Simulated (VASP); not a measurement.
# AlO (Pm-3m) in VASP: notebook

AlO is run at these levels: PBE; tasks: relaxation of cell and atoms, single point.

Everything below comes from runs of VASP 6.6.1. Logs are shortened: lines on timing, memory, paths and dates and some standing lists are left out, and cuts for length are marked.

### Step 1. The cell of the first run

Symmetry: Pm-3m, No. 221, cubic system. The conventional cell has a = 2.782 Å, b = 2.782 Å, c = 2.782 Å, α = 90.00°, β = 90.00°, γ = 90.00°. Within 3.2 Å of Al (site symmetry m-3m) lie 8 O at 2.41 Å and 6 Al at 2.78 Å. O (site symmetry m-3m) has 8 Al at 2.41 Å and 6 O at 2.78 Å within 3.2 Å.

### Step 2. Relaxation of cell and atoms, PBE

The input, INCAR:

```
SYSTEM = AlO
PREC = Accurate
ENCUT = 600
EDIFF = 1E-7
ISMEAR = 0
SIGMA = 0.1
LREAL = .FALSE.
LASPH = .TRUE.
NELM = 80
ALGO = Normal
ISIF = 3
LWAVE = .FALSE.
LCHARG = .FALSE.
GGA = PE
IBRION = 2
NSW = 90
EDIFFG = -0.04
```

The input, KPOINTS:

```
Automatic mesh
0
G
  6 6 6
  0 0 0
```

The input, POSCAR:

```
AlO
1.0
    2.7817248871      0.0000000000      0.0000000000
    0.0000000000      2.7817248871      0.0000000000
    0.0000000000      0.0000000000      2.7817248871
Al O
1 1
Direct
    0.5000000000      0.5000000000      0.5000000000
    0.0000000000      0.0000000000      0.0000000000
```

Potentials or basis: VASP PAW PBE potentials, release 64 (Al, O).

Launch:

```
$ cat potpaw_PBE.64/Al/POTCAR potpaw_PBE.64/O/POTCAR > POTCAR
$ mpirun -np 1 vasp_std > vasp.out
```

OUTCAR:

```text
SYSTEM = AlO
   PREC = Accurate
   ENCUT = 600
   EDIFF = 1E-7
   ISMEAR = 0
   LREAL = .FALSE.
   LASPH = .TRUE.
   NELM = 80
   ISIF = 3
   GGA = PE
   IBRION = 2
   NSW = 90
   EDIFFG = -0.04

 ion  position               nearest neighbor table
   1  0.500  0.500  0.500-   2 2.41   2 2.41   2 2.41   2 2.41   2 2.41   2 2.41   2 2.41   2 2.41

   2  0.000  0.000  0.000-   1 2.41   1 2.41   1 2.41   1 2.41   1 2.41   1 2.41   1 2.41   1 2.41

  LATTYP: Found a simple cubic cell.
 ALAT       =     2.7817248871

  Lattice vectors:

 A1 = (   2.7817248871,   0.0000000000,   0.0000000000)
 A2 = (   0.0000000000,   2.7817248871,   0.0000000000)
 A3 = (   0.0000000000,   0.0000000000,   2.7817248871)

Analysis of symmetry for initial positions (statically):
=====================================================================
 Subroutine PRICEL returns:
 Original cell was already a primitive cell.

 Routine SETGRP: Setting up the symmetry group for a
 simple cubic supercell.

 Subroutine GETGRP returns: Found 48 space group operations
 (whereof 48 operations were pure point group operations)
 out of a pool of 48 trial point group operations.

The static configuration has the point symmetry O_h .

Analysis of symmetry for dynamics (positions and initial velocities):
=====================================================================
 Subroutine PRICEL returns:
 Original cell was already a primitive cell.

 Routine SETGRP: Setting up the symmetry group for a
 simple cubic supercell.

 Subroutine GETGRP returns: Found 48 space group operations
 (whereof 48 operations were pure point group operations)
 out of a pool of 48 trial point group operations.

The dynamic configuration has the point symmetry O_h .

 Subroutine INISYM returns: Found 48 space group operations
 (whereof 48 operations are pure point group operations),
 and found     1 'primitive' translations

----------------------------------------------------------------------------------------

                                     Primitive cell

  volume of cell :      21.5250

  direct lattice vectors                    reciprocal lattice vectors
     2.781724887  0.000000000  0.000000000     0.359489180  0.000000000  0.000000000
     0.000000000  2.781724887  0.000000000     0.000000000  0.359489180  0.000000000
     0.000000000  0.000000000  2.781724887     0.000000000  0.000000000  0.359489180

  length of vectors
     2.781724887  2.781724887  2.781724887     0.359489180  0.359489180  0.359489180

  position of ions in fractional coordinates (direct lattice)
     0.500000000  0.500000000  0.500000000
     0.000000000  0.000000000  0.000000000

  ion indices of the primitive-cell ions
   primitive index   ion index
                 1           1
                 2           2

----------------------------------------------------------------------------------------

 KPOINTS: Automatic mesh

Automatic generation of k-mesh.
 Grid dimensions read from file:
 generate k-points for:    6    6    6

 Generating k-lattice:

  Cartesian coordinates                     Fractional coordinates (reciprocal lattice)
     0.059914863  0.000000000  0.000000000     0.166666667  0.000000000  0.000000000
     0.000000000  0.059914863  0.000000000     0.000000000  0.166666667  0.000000000
     0.000000000  0.000000000  0.059914863     0.000000000  0.000000000  0.166666667

  Length of vectors
[... 50 lines left out ...]
   EDIFF  = 0.1E-06   stopping-criterion for ELM
   LREAL  =      F    real-space projection
   EDIFFG = -.4E-01   stopping-criterion for IOM
   NSW    =     90    number of steps for IOM
   IBRION =      2    ionic relax: 0-MD 1-quasi-New 2-CG
   NFREE  =      1    steps in history (QN), initial steepest desc. (CG)
   ISIF   =      3    stress and relaxation
   ISYM   =      2    0-nonsym 1-usesym 2-fastsym
   POTIM  = 0.5000    time-step for ionic-motion
   TEBEG  =    0.0;   TEEND  =   0.0 temperature during run
   PSTRESS=    0.0 pullay stress
   NELECT =       9.0000    total number of electrons
   NUPDOWN=      -1.0000    fix difference up-down
   EMIN   =  10.00;   EMAX   =-10.00  energy-range for DOS
   EFERMI =   0.00;   METHOD = LEGACY
   ISMEAR =     0;   SIGMA  =   0.10  broadening in eV -4-tet -1-fermi 0-gaus
   EFERMI_NEDOS =   21; number of points for ismear=-14 and -15
   IALGO  =     38    algorithm
   IMIX   =      4    mixing-type and parameters
     AMIX     =   0.40;   BMIX     =  1.00
     AMIX_MAG =   1.60;   BMIX_MAG =  1.00
  volume/ion in A,a.u.               =      10.76        72.63
  Fermi-wavevector in a.u.,A,eV,Ry     =   1.224169  2.313345 20.389562  1.498591
  Thomas-Fermi vector in A             =   2.359254
   LORBIT       =      0    0 simple, 1 ext, 2 COOP (PROOUT), +10 PAW based schemes
   GGA     = PE    functional components
   LHFCALC =     F    Hartree Fock is set to
   AEXX    =    0.0000 exact exchange contribution
[... 8 lines left out ...]
 maximum number of plane-waves:       739
 NGX is ok and might be reduce to    24
   NGX = 11   NGY = 11   NGZ = 11

--------------------------------------- Ionic step        1  -------------------------------------------

 number of electron       9.0000000 magnetization

 Free energy of the ion-electron system (eV)
  ---------------------------------------------------
  ext. energy  EPLUGINS =         0.00000000
  ---------------------------------------------------
  free energy    TOTEN  =       -10.03954576 eV

  energy without entropy =      -10.02865083  energy(sigma->0) =      -10.03409829

------------------------ aborting loop because EDIFF is reached ----------------------------------------

  FORCE on cell =-STRESS in cart. coord.  units (eV):
  Direction    XX          YY          ZZ          XY          YZ          ZX
  --------------------------------------------------------------------------------------
  -------------------------------------------------------------------------------------
  Total       -0.2436528     -0.2436528     -0.2436528     -0.0000000     -0.0000000      0.0000000
  in kB      -18.1359115    -18.1359115    -18.1359115     -0.0000000     -0.0000000      0.0000000
  external PRESSURE =     -18.1359115 kB  Pullay stress =       0.0000000 kB

 VOLUME and BASIS-vectors are now :
 -----------------------------------------------------------------------------
  energy-cutoff  :      600.00
  volume of cell :       21.52
      direct lattice vectors                 reciprocal lattice vectors
     2.781724887  0.000000000  0.000000000     0.359489180  0.000000000  0.000000000
     0.000000000  2.781724887  0.000000000     0.000000000  0.359489180  0.000000000
     0.000000000  0.000000000  2.781724887     0.000000000  0.000000000  0.359489180

 POSITION                                       TOTAL-FORCE (eV/Angst)
 -----------------------------------------------------------------------------------
      1.39086      1.39086      1.39086         0.000000      0.000000      0.000000
      0.00000      0.00000      0.00000         0.000000      0.000000      0.000000
 -----------------------------------------------------------------------------------
    total drift:                               -0.000000      0.000000      0.000000

  FREE ENERGIE OF THE ION-ELECTRON SYSTEM (eV)
  ---------------------------------------------------
  free  energy   TOTEN  =       -10.0395457610 eV

  energy  without entropy=      -10.0286508283  energy(sigma->0) =      -10.03409829

--------------------------------------- Ionic step        2  -------------------------------------------

 number of electron       8.9999997 magnetization

 Free energy of the ion-electron system (eV)
  ---------------------------------------------------
  ext. energy  EPLUGINS =         0.00000000
  ---------------------------------------------------
  free energy    TOTEN  =       -10.04116874 eV

  energy without entropy =      -10.03000629  energy(sigma->0) =      -10.03558752

 E-fermi :   9.2618     XC(G=0): -11.2597

 val. band max:        9.2497140115   @ k =   0.3333   0.1667   0.0000
 cond. band min:       9.3259031789   @ k =   0.5000   0.3333   0.3333
 fundamental gap:      0.0761891674
 Fermi energy:         9.2618480420

 k-point     1 :       0.0000    0.0000    0.0000
  band No.  band energies     occupation
      1     -11.9140      2.00000
      2       4.3309      2.00000
      3       4.8678      2.00000
      4       4.8678      2.00000
      5       4.8678      2.00000
      6      14.9387      0.00000
      7      14.9387      0.00000
      8      20.4116      0.00000
[... 199 lines left out ...]
 k-point    20 :       0.5000    0.5000    0.5000
  band No.  band energies     occupation
      1      -9.4892      2.00000
      2       2.8506      2.00000
      3       2.8506      2.00000
      4       2.8506      2.00000
      5       9.9307      0.00000
      6       9.9307      0.00000
      7       9.9307      0.00000
      8      13.7677      0.00000

------------------------ aborting loop because EDIFF is reached ----------------------------------------

  FORCE on cell =-STRESS in cart. coord.  units (eV):
  Direction    XX          YY          ZZ          XY          YZ          ZX
  --------------------------------------------------------------------------------------
  -------------------------------------------------------------------------------------
  Total        0.0624623      0.0624623      0.0624623     -0.0000000     -0.0000000      0.0000000
  in kB        4.7322290      4.7322290      4.7322290     -0.0000000     -0.0000000      0.0000000
  external PRESSURE =       4.7322290 kB  Pullay stress =       0.0000000 kB

 VOLUME and BASIS-vectors are now :
 -----------------------------------------------------------------------------
  energy-cutoff  :      600.00
  volume of cell :       21.15
      direct lattice vectors                 reciprocal lattice vectors
     2.765376056 -0.000000000  0.000000000     0.361614471  0.000000000  0.000000000
    -0.000000000  2.765376056 -0.000000000     0.000000000  0.361614471  0.000000000
    -0.000000000 -0.000000000  2.765376056    -0.000000000  0.000000000  0.361614471

 POSITION                                       TOTAL-FORCE (eV/Angst)
 -----------------------------------------------------------------------------------
      1.38269      1.38269      1.38269        -0.000000      0.000000      0.000000
      0.00000      0.00000      0.00000         0.000000     -0.000000      0.000000
 -----------------------------------------------------------------------------------
    total drift:                                0.000000      0.000000      0.000000

  FREE ENERGIE OF THE ION-ELECTRON SYSTEM (eV)
  ---------------------------------------------------
  free  energy   TOTEN  =       -10.0411687446 eV

  energy  without entropy=      -10.0300062887  energy(sigma->0) =      -10.03558752

 reached required accuracy - stopping structural energy minimisation
```

Wall time 3.9 s (1 thread of AMD EPYC 9R45 (Zen 5), shared host); peak memory 0.1 GiB.

What came out:

- Free energy: -10.0412 eV
- Relaxed volume: 10.57 Å³/atom
- Relaxed cell: a = 2.765 Å, b = 2.765 Å, c = 2.765 Å, α = 90.00°, β = 90.00°, γ = 90.00°
- Space group after relaxing (to 0.05 Å): Pm-3m (No. 221)
- Energy gained by relaxing: 0.8 meV/atom
- Ionic steps: 2
- Pressure after relaxing: 0.5 GPa

Step by step:
| step | energy change (eV) | largest force (eV/Å) | pressure (GPa) | volume (Å³) |
| --- | --- | --- | --- | --- |
| 1 | 0.0000 | 0.0000 | -1.81 | 21.52 |
| 2 | -0.0016 | 0.0000 | 0.47 | 21.15 |

Final structure:
```
CELL_PARAMETERS angstrom
2.76538 0.00000 0.00000
0.00000 2.76538 0.00000
0.00000 0.00000 2.76538
ATOMIC_POSITIONS crystal
Al 0.50000 0.50000 0.50000
O 0.00000 0.00000 0.00000
```

Levels at points of the mesh, in eV from the Fermi level:
```csv
k point,band 3,band 4,band 5,band 6,band 7,band 8
"(0.00, 0.00, 0.00)",-4.39,-4.39,-4.39,5.68,5.68,11.15
"(0.50, 0.00, 0.00)",-3.83,-3.83,0.16,2.22,8.70,9.75
"(0.50, 0.50, 0.00)",-7.96,-3.34,-2.41,5.03,5.03,8.09
"(0.50, 0.50, 0.50)",-6.41,-6.41,0.67,0.67,0.67,4.51
```

Caveat: the k points lie up to 0.38 Å⁻¹ apart in the final cell; an odd number of electrons without spin polarisation forces a metal; a magnetic or distorted state may lie lower.

### Step 3. Single point, PBE, collinear spin, ferromagnetic start

This run uses another cell than the first one, of 44.57 Å³/atom, 4.142 times its volume.

The input, INCAR:

```
SYSTEM = AlO
PREC = Accurate
ENCUT = 520
EDIFF = 1E-7
ISMEAR = 0
SIGMA = 0.1
LREAL = .FALSE.
LASPH = .TRUE.
NELM = 150
ALGO = Normal
ISIF = 2
LWAVE = .FALSE.
LCHARG = .FALSE.
ISPIN = 2
MAGMOM = 0 1
LORBIT = 11
GGA = PE
NBANDS = 16
```

The input, KPOINTS:

```
regular mesh
0
G
  4 4 4
  0 0 0
```

The input, POSCAR:

```
AlO
1.0
    4.4671863500      0.0000000000      0.0000000000
    0.0000000000      4.4671863500      0.0000000000
    0.0000000000      0.0000000000      4.4671863500
Al O
1 1
Direct
    0.5000000000      0.5000000000      0.5000000000
    0.0000000000      0.0000000000      0.0000000000
```

Potentials or basis: VASP PAW PBE potentials, release 64 (Al, O).

Launch:

```
$ cat potpaw_PBE.64/Al/POTCAR potpaw_PBE.64/O/POTCAR > POTCAR
$ mpirun -np 1 vasp_std > vasp.out
```

It took 21 s on 1 thread of AMD EPYC 9R45 (Zen 5), shared host; peak memory 0.2 GiB.

The run converged. Its results:

- Free energy: -4.9713 eV
- Pressure: -4.6 GPa
- Band gap on the k mesh: zero (filled and empty bands overlap)
- Net moment: 1.00 μB per cell
- Site moments: Al -0.02; O +0.95 μB
- Valence electrons inside the program's atomic spheres: Al 0.71; O 4.67

Levels at points of the mesh, in eV from the Fermi level:
Spin up:
| k point | band 2 | band 3 | band 4 | band 5 | band 6 | band 7 | band 8 | band 9 |
| --- | --- | --- | --- | --- | --- | --- | --- | --- |
| (0.00, 0.00, 0.00) | -4.11 | -1.66 | -1.66 | -1.66 | 3.22 | 3.22 | 3.22 | 6.27 |
| (0.50, 0.00, 0.00) | -3.88 | -1.61 | -1.61 | -1.46 | 0.71 | 3.35 | 3.35 | 7.09 |
| (0.50, 0.50, 0.00) | -3.23 | -1.96 | -1.96 | -1.58 | 1.58 | 1.58 | 3.67 | 5.67 |
| (0.50, 0.50, 0.50) | -2.79 | -1.79 | -1.79 | -1.79 | 1.54 | 1.54 | 1.54 | 6.77 |
Spin down:
| k point | band 1 | band 2 | band 3 | band 4 | band 5 | band 6 | band 7 | band 8 | band 9 |
| --- | --- | --- | --- | --- | --- | --- | --- | --- | --- |
| (0.00, 0.00, 0.00) | -14.53 | -4.27 | -0.03 | -0.03 | -0.03 | 3.14 | 3.14 | 3.14 | 6.07 |
| (0.50, 0.00, 0.00) | -14.52 | -3.97 | 0.10 | 0.10 | 0.11 | 0.55 | 3.16 | 3.16 | 6.85 |
| (0.50, 0.50, 0.00) | -14.51 | -3.40 | -0.68 | -0.68 | 0.15 | 1.83 | 1.83 | 3.48 | 5.65 |
| (0.50, 0.50, 0.50) | -14.50 | -2.95 | -0.20 | -0.20 | -0.20 | 1.33 | 1.33 | 1.33 | 6.91 |

### Step 4. Relaxation of cell and atoms, PBE, collinear spin, ferromagnetic start

This run uses another cell than the first one, of 44.57 Å³/atom, 4.142 times its volume.

The input, INCAR:

```
SYSTEM = AlO
PREC = Accurate ; ENCUT = 600
EDIFF = 1E-6 ; ISMEAR = 0
SIGMA = 0.1 ; LREAL = .FALSE.
LASPH = .TRUE. ; NELM = 150
ALGO = Normal ; ISIF = 3
LWAVE = .FALSE. ; LCHARG = .FALSE.
ISPIN = 2 ; MAGMOM = 0 1
LORBIT = 11 ; GGA = PE
IBRION = 2 ; NSW = 90
EDIFFG = -0.04
```

KPOINTS is that of step 3.

POSCAR is that of step 3.

Launch:

```
$ cat potpaw_PBE.64/Al/POTCAR potpaw_PBE.64/O/POTCAR > POTCAR
$ mpirun -np 1 vasp_std > vasp.out
```

It took 76 s on 1 thread of AMD EPYC 9R45 (Zen 5), shared host; peak memory 0.23 GiB.

It converged, with:

```
Free energy                                           : -10.0321 eV
Relaxed volume                                        : 10.79 Å³/atom
Relaxed cell                                          : a = 2.784 Å, b = 2.784 Å, c = 2.784 Å, α = 90.00°, β = 90.00°, γ = 90.00°
Space group after relaxing (to 0.05 Å)                : Pm-3m (No. 221)
Energy gained by relaxing                             : 2530.2 meV/atom
Ionic steps                                           : 10
Pressure after relaxing                               : -0.3 GPa
Net moment                                            : 0.00 μB per cell
Valence electrons inside the program's atomic spheres : Al 0.67; O 4.91
```

The path:
```tsv
step	energy change (eV)	largest force (eV/Å)	pressure (GPa)	volume (Å³)
1	0.0000	0.0000	-4.58	89.15
2	-0.5195	0.0000	-6.28	73.68
3	-1.9567	0.0000	-16.11	47.82
4	-4.0177	0.0000	69.30	15.71
5	-4.0110	0.0000	-23.13	31.66
6	-5.0321	0.0000	-7.07	22.76
7	-5.0556	0.0000	3.32	21.06
8	-5.0584	0.0000	-2.02	21.85
9	-5.0594	0.0000	-1.41	21.75
10	-5.0604	0.0000	-0.27	21.58
```

Final structure:
```
Al O
1.0
     2.78388    0.00000    0.00000
     0.00000    2.78388    0.00000
     0.00000    0.00000    2.78388
Al O
1 1
Direct
  0.50000 0.50000 0.50000
  0.00000 0.00000 0.00000
```

Levels at points of the mesh, in eV from the Fermi level:
Spin up:
| k point | band 2 | band 3 | band 4 | band 5 | band 6 | band 7 | band 8 | band 9 |
| --- | --- | --- | --- | --- | --- | --- | --- | --- |
| (0.00, 0.00, 0.00) | -5.18 | -4.38 | -4.38 | -4.38 | 5.48 | 5.48 | 10.74 | 10.74 |
| (0.50, 0.00, 0.00) | -10.22 | -3.82 | -3.82 | -0.09 | 1.99 | 8.44 | 9.38 | 9.38 |
| (0.50, 0.50, 0.00) | -7.93 | -7.93 | -3.33 | -2.65 | 4.77 | 4.77 | 7.83 | 13.13 |
| (0.50, 0.50, 0.50) | -6.36 | -6.36 | -6.36 | 0.45 | 0.45 | 0.45 | 4.04 | 12.45 |
Spin down:
```csv
k point,band 2,band 3,band 4,band 5,band 6,band 7,band 8,band 9
"(0.00, 0.00, 0.00)",-5.18,-4.38,-4.38,-4.38,5.48,5.48,10.74,10.74
"(0.50, 0.00, 0.00)",-10.22,-3.82,-3.82,-0.09,1.99,8.44,9.38,9.38
"(0.50, 0.50, 0.00)",-7.93,-7.93,-3.33,-2.65,4.77,4.77,7.83,13.13
"(0.50, 0.50, 0.50)",-6.36,-6.36,-6.36,0.45,0.45,0.45,4.04,12.45
```

Caveat: the volume moved by over 15 % at a fixed basis, so the end points are rough.

### Step 5. Single point, PBE

This run uses another cell than the first one, of 44.57 Å³/atom, 4.142 times its volume.

The input, INCAR:

```
SYSTEM = AlO
PREC = Accurate
ENCUT = 600
EDIFF = 1E-6
ISMEAR = 0
SIGMA = 0.1
LREAL = .FALSE.
LASPH = .TRUE.
NELM = 120
ALGO = Normal
ISIF = 2
LWAVE = .FALSE.
LCHARG = .FALSE.
GGA = PE
NBANDS = 12
GGA_COMPAT = .FALSE.
```

The input, KPOINTS:

```
Automatic mesh
0
G
  4 4 4
  0 0 0
```

POSCAR is that of step 4.

Launch:

```
$ cat potpaw_PBE.64/Al/POTCAR potpaw_PBE.64/O/POTCAR > POTCAR
$ mpirun -np 1 vasp_std > vasp.out
```

It took 14 s on 1 thread of Intel Xeon Platinum 8259CL at 2.50GHz (Skylake/Cascade Lake), shared host; peak memory 0.19 GiB.

It converged, with:

```
Free energy : -4.6027 eV
Pressure    : -4.8 GPa
```

Levels at points of the mesh, in eV from the Fermi level:
| k point | band 3 | band 4 | band 5 | band 6 | band 7 | band 8 |
| --- | --- | --- | --- | --- | --- | --- |
| (0.00, 0.00, 0.00) | -0.09 | -0.09 | -0.09 | 3.72 | 3.72 | 3.72 |
| (0.50, 0.00, 0.00) | -0.01 | -0.01 | 0.05 | 1.22 | 3.80 | 3.80 |
| (0.50, 0.50, 0.00) | -0.55 | -0.55 | 0.03 | 2.26 | 2.26 | 4.11 |
| (0.50, 0.50, 0.50) | -0.25 | -0.25 | -0.25 | 2.00 | 2.00 | 2.00 |

Caveat: an odd number of electrons without spin polarisation forces a metal; a magnetic or distorted state may lie lower.

### Step 6. Overview

```csv
task,spin,cell,k mesh,cutoff (eV),gap on the mesh (eV),pressure (GPa),moment (μB),relaxed volume (Å³/atom)
relaxation of cell and atoms,off,"relaxed from a = 2.782 Å, 2 atoms",6 × 6 × 6,600,none,0.5,-,10.57
single point,"collinear, ferromagnetic start","a = 4.467 Å, 2 atoms",4 × 4 × 4,520,none,-4.6,1.00,-
relaxation of cell and atoms,"collinear, ferromagnetic start","relaxed from a = 4.467 Å, 2 atoms",4 × 4 × 4,600,none,-0.3,0.00,10.79
single point,off,"a = 4.467 Å, 2 atoms",4 × 4 × 4,600,none,-4.8,-,-
```

Alike in all rows: level PBE; potentials or basis VASP PAW PBE potentials, release 64 (Al, O); smearing gaussian 0.1 eV.

Caveats: some runs use coarse meshes; an odd number of electrons without spin polarisation forces a metal (some runs); a magnetic or distorted state may lie lower (some runs); the volume moved by over 15 % at a fixed basis, so the end points are rough (some runs).

Total energies depend on the potentials used, so only differences within one code and one set of settings carry meaning.
